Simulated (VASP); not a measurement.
# BeCdS4 in VASP: further runs

The runs below take BeCdS4 through single point, with PBE.

Program: VASP 6.6.1. These are calculated values, not measurements. Logs are shortened: lines on timing, memory, paths and dates and some standing lists are left out, and cuts for length are marked.

**1. The cell of the first run**

The structure is monoclinic, space group P2_1 (No. 4). The conventional cell has a = 5.667 Å, b = 6.340 Å, c = 6.352 Å, α = 90.00°, β = 90.73°, γ = 90.00°. Be (site symmetry 1) has 4 S at 2.10 to 2.31 Å within 2.8 Å. Within 3.5 Å of Cd (site symmetry 1) lie 8 S at 2.56 to 3.43 Å. Within 2.8 Å of S (site symmetry 1) lie 1 Be at 2.10 Å and 1 S at 2.11 Å and 1 Cd at 2.57 Å. S (site symmetry 1) has 1 S at 2.11 Å and 1 Be at 2.11 Å and 1 Cd at 2.56 Å within 2.8 Å. S (site symmetry 1) has 1 S at 2.12 Å and 1 Be at 2.23 Å and 2 Cd at 2.80 to 2.89 Å within 2.9 Å. Within 2.8 Å of S (site symmetry 1) lie 1 S at 2.12 Å and 1 Be at 2.31 Å and 2 Cd at 2.74 to 2.80 Å.

**2. Single point, PBE**

Input file INCAR:

```
SYSTEM = BeCdS4
PREC     = Accurate       ! precision mode
ENCUT    = 520            ! plane-wave cutoff, eV
EDIFF    = 1E-7           ! SCF threshold, eV
ISMEAR   = 0              ! smearing method
SIGMA    = 0.1            ! smearing width, eV
LREAL    = .FALSE.        ! projectors in reciprocal space
LASPH    = .TRUE.         ! aspherical terms in the spheres
NELM     = 80             ! most SCF steps
ALGO     = Normal         ! electronic algorithm
ISIF     = 2              ! what is computed and relaxed
LWAVE    = .FALSE.        ! write WAVECAR
LCHARG   = .FALSE.        ! write CHGCAR
GGA      = PE             ! functional
NBANDS   = 50             ! bands
```

Input file KPOINTS:

```
Automatic mesh
0
G
  4 2 2
  0 0 0
```

Input file POSCAR:

```
BeCdS4
1.0
    5.6668167984      0.0000000000      0.0277470874
    0.0000000000      6.3403086302      0.0000000000
   -0.1115522114      0.0000000000      6.3511199187
Be Cd S
2 2 8
Direct
    0.4606907478      0.5566061857      0.3128848065
    0.5393092522      0.0566061857      0.6871151935
    0.9968505552      0.9911927940      0.2548629463
    0.0031494448      0.4911927940      0.7451370537
    0.4222668117      0.5983455697      0.6391765595
    0.5856276846      0.3593079483      0.8209390952
    0.1347880579      0.4202131702      0.1663653759
    0.8664555937      0.5740113480      0.3383644679
    0.8652119421      0.9202131702      0.8336346241
    0.1335444063      0.0740113480      0.6616355321
    0.5777331883      0.0983455697      0.3608234405
    0.4143723154      0.8593079483      0.1790609048
```

Potentials or basis: VASP PAW PBE potentials, release 64 (Be, Cd, S).

The run is started by

```bash
> cat potpaw_PBE.64/Be/POTCAR potpaw_PBE.64/Cd/POTCAR potpaw_PBE.64/S/POTCAR > POTCAR
> mpirun -np 1 vasp_std > vasp.out
```

OUTCAR:

```text
SYSTEM = BeCdS4
   PREC = Accurate
   ENCUT = 520
   EDIFF = 1E-7
   ISMEAR = 0
   LREAL = .FALSE.
   LASPH = .TRUE.
   NELM = 80
   ISIF = 2
   GGA = PE

 ion  position               nearest neighbor table
   1  0.461  0.557  0.313-   5 2.10  12 2.11   7 2.23   8 2.31
   2  0.539  0.057  0.687-  11 2.10   6 2.11   9 2.23  10 2.31
   3  0.997  0.991  0.255-  12 2.56  11 2.57  10 2.74   8 2.80   9 2.80   7 2.89
   4  0.003  0.491  0.745-   6 2.56   5 2.57   8 2.74  10 2.80   7 2.80   9 2.89
   5  0.422  0.598  0.639-   1 2.10   6 2.11   4 2.57
   6  0.586  0.359  0.821-   5 2.11   2 2.11   4 2.56
   7  0.135  0.420  0.166-   8 2.12   1 2.23   4 2.80   3 2.89
   8  0.866  0.574  0.338-   7 2.12   1 2.31   4 2.74   3 2.80
   9  0.865  0.920  0.834-  10 2.12   2 2.23   3 2.80   4 2.89
  10  0.134  0.074  0.662-   9 2.12   2 2.31   3 2.74   4 2.80
  11  0.578  0.098  0.361-   2 2.10  12 2.11   3 2.57
  12  0.414  0.859  0.179-  11 2.11   1 2.11   3 2.56

  LATTYP: Found a simple monoclinic cell.
 ALAT       =     5.6668847286
 B/A-ratio  =     1.1188349391
 C/A-ratio  =     1.1209156016
 COS(beta)  =    -0.0126656592

  Lattice vectors:

 A1 = (   5.6668167984,   0.0000000000,   0.0277470874)
 A2 = (   0.0000000000,   6.3403086302,   0.0000000000)
 A3 = (  -0.1115522114,   0.0000000000,   6.3511199187)

Analysis of symmetry for initial positions (statically):
=====================================================================
 Subroutine PRICEL returns:
 Original cell was already a primitive cell.

 Routine SETGRP: Setting up the symmetry group for a
 simple monoclinic supercell.

 Subroutine GETGRP returns: Found  2 space group operations
 (whereof  1 operations were pure point group operations)
 out of a pool of  4 trial point group operations.

The static configuration has the point symmetry C_1 .
 The point group associated with its full space group is C_2 .

Analysis of symmetry for dynamics (positions and initial velocities):
=====================================================================
 Subroutine PRICEL returns:
 Original cell was already a primitive cell.

 Routine SETGRP: Setting up the symmetry group for a
 simple monoclinic supercell.

 Subroutine GETGRP returns: Found  2 space group operations
 (whereof  1 operations were pure point group operations)
 out of a pool of  4 trial point group operations.

The dynamic configuration has the point symmetry C_1 .
 The point group associated with its full space group is C_2 .

 Subroutine INISYM returns: Found  2 space group operations
 (whereof  1 operations are pure point group operations),
 and found     1 'primitive' translations

----------------------------------------------------------------------------------------

                                     Primitive cell

  volume of cell :     228.2113

  direct lattice vectors                    reciprocal lattice vectors
     5.666816798  0.000000000  0.027747087     0.176450738  0.000000000  0.003099212
     0.000000000  6.340308630  0.000000000     0.000000000  0.157721029  0.000000000
    -0.111552211  0.000000000  6.351119919    -0.000770887  0.000000000  0.157439006

  length of vectors
     5.666884729  6.340308630  6.352099505     0.176477953  0.157721029  0.157440893

  position of ions in fractional coordinates (direct lattice)
     0.460690748  0.556606186  0.312884807
     0.539309252  0.056606186  0.687115193
     0.996850555  0.991192794  0.254862946
     0.003149445  0.491192794  0.745137054
     0.422266812  0.598345570  0.639176560
     0.585627685  0.359307948  0.820939095
     0.134788058  0.420213170  0.166365376
     0.866455594  0.574011348  0.338364468
     0.865211942  0.920213170  0.833634624
     0.133544406  0.074011348  0.661635532
     0.577733188  0.098345570  0.360823440
     0.414372315  0.859307948  0.179060905

  ion indices of the primitive-cell ions
   primitive index   ion index
                 1           1
                 2           2
                 3           3
                 4           4
                 5           5
                 6           6
                 7           7
                 8           8
                 9           9
                10          10
                11          11
                12          12

----------------------------------------------------------------------------------------

 KPOINTS: Automatic mesh

Automatic generation of k-mesh.
 Grid dimensions read from file:
 generate k-points for:    4    2    2

 Generating k-lattice:

  Cartesian coordinates                     Fractional coordinates (reciprocal lattice)
     0.044112684  0.000000000  0.000774803     0.250000000  0.000000000 -0.000000000
     0.000000000  0.078860514  0.000000000     0.000000000  0.500000000  0.000000000
    -0.000385443  0.000000000  0.078719503    -0.000000000  0.000000000  0.500000000

  Length of vectors
     0.044119488  0.078860514  0.078720447

  Shift w.r.t. Gamma in fractional coordinates (k-lattice)
     0.000000000  0.000000000  0.000000000

 Subroutine IBZKPT returns following result:
 ===========================================

 Found     12 irreducible k-points:

 Following reciprocal coordinates:
            Coordinates               Weight
  0.000000  0.000000  0.000000      1.000000
  0.250000  0.000000  0.000000      2.000000
  0.500000  0.000000  0.000000      1.000000
  0.000000  0.500000  0.000000      1.000000
  0.250000  0.500000  0.000000      2.000000
  0.500000  0.500000  0.000000      1.000000
  0.000000  0.000000  0.500000      1.000000
  0.250000  0.000000  0.500000      2.000000
  0.500000  0.000000  0.500000      1.000000
  0.000000  0.500000  0.500000      1.000000
  0.250000  0.500000  0.500000      2.000000
  0.500000  0.500000  0.500000      1.000000
   k-points           NKPTS =     12   k-points in BZ     NKDIM =     12   number of bands    NBANDS=     50
   number of dos      NEDOS =    301   number of ions     NIONS =     12
   total plane-waves  NPLWV =  96768
   dimension x,y,z NGX =    42 NGY =   48 NGZ =   48
   dimension x,y,z NGXF=    84 NGYF=   96 NGZF=   96
   ions per type =               2   2   8
   NGX,Y,Z   is equivalent  to a cutoff of  12.32, 12.59, 12.56 a.u.
   NGXF,Y,Z  is equivalent  to a cutoff of  24.64, 25.17, 25.12 a.u.
 SYSTEM =  BeCdS4
   PREC   = accura    normal or accurate (medium, high low for compatibility)
   ISTART =      0    job   : 0-new  1-cont  2-samecut
   ICHARG =      2    charge: 1-file 2-atom 10-const
   ISPIN  =      1    spin polarized calculation?
   LNONCOLLINEAR =      F non collinear calculations
   LSORBIT =      F    spin-orbit coupling
   LASPH  =      T    aspherical Exc in radial PAW
   ENCUT  =  520.0 eV  38.22 Ry    6.18 a.u.  10.54 11.79 11.81*2*pi/ulx,y,z
   NELM   =     80;   NELMIN=  2; NELMDL= -5     # of ELM steps
   EDIFF  = 0.1E-06   stopping-criterion for ELM
   LREAL  =      F    real-space projection
   EDIFFG = 0.1E-05   stopping-criterion for IOM
   NSW    =      0    number of steps for IOM
   IBRION =     -1    ionic relax: 0-MD 1-quasi-New 2-CG
   NFREE  =      0    steps in history (QN), initial steepest desc. (CG)
   ISIF   =      2    stress and relaxation
   ISYM   =      2    0-nonsym 1-usesym 2-fastsym
   POTIM  = 0.5000    time-step for ionic-motion
   TEBEG  =    0.0;   TEEND  =   0.0 temperature during run
   PSTRESS=    0.0 pullay stress
   NELECT =      76.0000    total number of electrons
   NUPDOWN=      -1.0000    fix difference up-down
   EMIN   =  10.00;   EMAX   =-10.00  energy-range for DOS
   EFERMI =   0.00;   METHOD = LEGACY
   ISMEAR =     0;   SIGMA  =   0.10  broadening in eV -4-tet -1-fermi 0-gaus
   EFERMI_NEDOS =   21; number of points for ismear=-14 and -15
   IALGO  =     38    algorithm
   IMIX   =      4    mixing-type and parameters
     AMIX     =   0.40;   BMIX     =  1.00
     AMIX_MAG =   1.60;   BMIX_MAG =  1.00
  volume/ion in A,a.u.               =      19.02       128.34
  Fermi-wavevector in a.u.,A,eV,Ry     =   1.134750  2.144367 17.519652  1.287658
  Thomas-Fermi vector in A             =   2.271454
   LORBIT       =      0    0 simple, 1 ext, 2 COOP (PROOUT), +10 PAW based schemes
   GGA     = PE    functional components
   LHFCALC =     F    Hartree Fock is set to
   AEXX    =    0.0000 exact exchange contribution
   IVDW    =     0    specifies the selected vdW correction
   LEPSILON=     F    determine dielectric tensor
   LRPA    =     F    only Hartree local field effects (RPA)
 non-spin polarized calculation
 Gauss-broadening in eV      SIGMA  =   0.10
  energy-cutoff  :      520.00
  volume of cell :      228.21
 maximum number of plane-waves:      6164
   NGX = 21   NGY = 23   NGZ = 23

 number of electron      75.9999998 magnetization

 Free energy of the ion-electron system (eV)
  ---------------------------------------------------
  ext. energy  EPLUGINS =         0.00000000
  ---------------------------------------------------
  free energy    TOTEN  =       -46.05681243 eV

  energy without entropy =      -46.05681243  energy(sigma->0) =      -46.05681243

 E-fermi :   4.4149     XC(G=0):  -9.7252

 val. band max:        3.9728178638   @ k =   0.5000   0.0000   0.0000
 cond. band min:       5.7247724486   @ k =   0.2500   0.0000   0.5000
 fundamental gap:      1.7519545849
 Fermi energy:         4.4149406685

 k-point     1 :       0.0000    0.0000    0.0000
  band No.  band energies     occupation
      1     -11.4229      2.00000
      2     -10.6765      2.00000
      3     -10.4879      2.00000
      4     -10.3171      2.00000
      5      -7.5228      2.00000
      6      -7.2911      2.00000
[... 42 lines left out ...]
     49       9.5921      0.00000
     50       9.9070      0.00000
[... 581 lines left out ...]
     49       9.1311      0.00000
     50       9.1311      0.00000

------------------------ aborting loop because EDIFF is reached ----------------------------------------

  FORCE on cell =-STRESS in cart. coord.  units (eV):
  Direction    XX          YY          ZZ          XY          YZ          ZX
  --------------------------------------------------------------------------------------
  -------------------------------------------------------------------------------------
  Total       -0.0544713      0.0263480      0.0144976      0.0000000      0.0000000     -0.0410342
  in kB       -0.3824208      0.1849785      0.1017815      0.0000000      0.0000000     -0.2880845
  external PRESSURE =      -0.0318869 kB  Pullay stress =       0.0000000 kB

 VOLUME and BASIS-vectors are now :
 -----------------------------------------------------------------------------
  energy-cutoff  :      520.00
  volume of cell :      228.21
      direct lattice vectors                 reciprocal lattice vectors
     5.666816798  0.000000000  0.027747087     0.176450738  0.000000000  0.003099212
     0.000000000  6.340308630  0.000000000     0.000000000  0.157721029  0.000000000
    -0.111552211  0.000000000  6.351119919    -0.000770887  0.000000000  0.157439006

 POSITION                                       TOTAL-FORCE (eV/Angst)
 -----------------------------------------------------------------------------------
      2.57575      3.52906      1.99995        -0.009959      0.029794      0.012726
      2.97952      0.35890      4.37892         0.009959      0.029794     -0.012726
      5.62054      6.28447      1.64632         0.000742      0.006454     -0.007428
     -0.06527      3.11431      4.73254        -0.000742      0.006454      0.007428
      2.32161      3.79370      4.07120         0.069455     -0.086609      0.042428
      3.22707      2.27812      5.23013        -0.070694      0.068689     -0.027312
      0.74526      2.66428      1.06035        -0.086762      0.048909      0.050043
      4.87230      3.63941      2.17303         0.075897     -0.067237     -0.058948
      4.81000      5.83444      5.31852         0.086762      0.048909     -0.050043
      0.68296      0.46925      4.20583        -0.075897     -0.067237      0.058948
      3.23366      0.62354      2.30766        -0.069455     -0.086609     -0.042428
      2.32820      5.44828      1.14873         0.070694      0.068689      0.027312
 -----------------------------------------------------------------------------------
    total drift:                                0.000000     -0.001474     -0.000000

  FREE ENERGIE OF THE ION-ELECTRON SYSTEM (eV)
  ---------------------------------------------------
  free  energy   TOTEN  =       -46.0568124299 eV

  energy  without entropy=      -46.0568124299  energy(sigma->0) =      -46.05681243
```

Wall time 72 s (1 thread of Intel Xeon 6975P-C (Granite Rapids), shared host); peak memory 0.35 GiB.

What came out:

```
Free energy            : -46.0568 eV
Pressure               : 0.0 GPa
Largest force          : 0.119 eV/Å
Band gap on the k mesh : 1.75 eV (least direct gap 1.79 eV)
```

Forces in eV/Å, atoms in the order of the input:
```
Be  -0.010  0.030  0.013
Be   0.010  0.030 -0.013
Cd   0.001  0.006 -0.007
Cd  -0.001  0.006  0.007
S    0.069 -0.087  0.042
S   -0.071  0.069 -0.027
S   -0.087  0.049  0.050
S    0.076 -0.067 -0.059
S    0.087  0.049 -0.050
S   -0.076 -0.067  0.059
S   -0.069 -0.087 -0.042
S    0.071  0.069  0.027
```

Caveat: the k points lie up to 0.50 Å⁻¹ apart. A k mesh can miss the band edges.

**3. Single point, PBE**

This run uses another cell than the first one, of 19.10 Å³/atom.

Input file INCAR:

```
SYSTEM = BeCdS4
  PREC = Accurate
  ENCUT = 520
  EDIFF = 1E-6
  ISMEAR = 0
  SIGMA = 0.1
  LREAL = .FALSE.
  LASPH = .TRUE.
  NELM = 60
  ALGO = Normal
  ISIF = 2
  LWAVE = .FALSE.
  LCHARG = .FALSE.
  GGA = PE
  NBANDS = 50
```

KPOINTS is that of step 2.

Input file POSCAR:

```
BeCdS4
1.0
    5.6556005093      0.0004232582      0.0158296202
   -0.0000241091      6.3755974665      0.0029690974
   -0.1242373931      0.0032510479      6.3568145176
Be Cd S
2 2 8
Direct
    0.4586446592      0.5593517875      0.3139500437
    0.5413731359      0.0587242205      0.6860099599
    0.9958871421      0.9901667127      0.2544938526
    0.0038082446      0.4904007791      0.7454151982
    0.4223016170      0.5970550646      0.6400847942
    0.5867159209      0.3585524780      0.8209396182
    0.1339101201      0.4209396402      0.1669831112
    0.8657782510      0.5733794024      0.3390929646
    0.8661252626      0.9206681058      0.8329522465
    0.1342864324      0.0731694098      0.6608054557
    0.5777890254      0.0975068286      0.3600380628
    0.4133801888      0.8594396026      0.1792346924
```

Potentials or basis: VASP PAW PBE potentials, release 64 (Be, Cd, S).

The run is started by

```bash
> cat potpaw_PBE.64/Be/POTCAR potpaw_PBE.64/Cd/POTCAR potpaw_PBE.64/S/POTCAR > POTCAR
> mpirun -np 1 vasp_std > vasp.out
```

Run time: 1.7 min. Hardware: 1 thread of Intel Xeon 6975P-C (Granite Rapids), shared host; peak memory 0.35 GiB.

The run converged. Its results:

- Free energy: -46.0588 eV
- Pressure: 0.0 GPa
- Largest force: 0.111 eV/Å
- Band gap on the k mesh: 1.75 eV (least direct gap 1.80 eV)

Forces on the atoms (eV/Å):
```
Be   0.003 -0.003 -0.003
Be  -0.005  0.005  0.008
Cd   0.005  0.003 -0.004
Cd  -0.001 -0.002  0.007
S    0.074 -0.059  0.052
S   -0.074  0.067 -0.048
S   -0.067  0.044  0.067
S    0.063 -0.046 -0.076
S    0.071  0.034 -0.059
S   -0.063 -0.040  0.070
S   -0.075 -0.063 -0.053
S    0.070  0.060  0.039
```

Levels at points of the mesh, in eV from the valence-band top:
```
           k point  band 34  band 35  band 36  band 37  band 38  band 39  band 40  band 41  band 42  band 43
(0.00, 0.00, 0.00)    -1.06    -0.94    -0.51    -0.38    -0.05     2.08     2.66     2.72     2.86     2.88
(0.50, 0.00, 0.00)    -1.33    -1.13    -0.92    -0.43     0.00     1.80     2.11     2.29     2.39     3.23
(0.00, 0.50, 0.00)    -1.84    -1.29    -1.29    -0.39    -0.39     1.98     1.99     2.40     2.40     3.30
(0.50, 0.50, 0.00)    -1.62    -1.37    -1.37    -0.57    -0.57     1.89     1.89     2.46     2.47     3.04
(0.00, 0.00, 0.50)    -1.58    -1.24    -1.16    -0.39    -0.38     1.90     1.99     2.24     2.48     3.55
(0.50, 0.00, 0.50)    -1.41    -1.40    -1.10    -0.79    -0.66     1.86     1.95     2.06     2.31     3.27
(0.00, 0.50, 0.50)    -1.59    -1.15    -1.15    -0.92    -0.92     1.91     1.91     2.19     2.19     3.50
(0.50, 0.50, 0.50)    -1.93    -1.50    -1.50    -1.09    -1.08     1.93     1.93     2.76     2.76     3.30
```

Caveat: the k points lie up to 0.49 Å⁻¹ apart. A k mesh can miss the band edges.
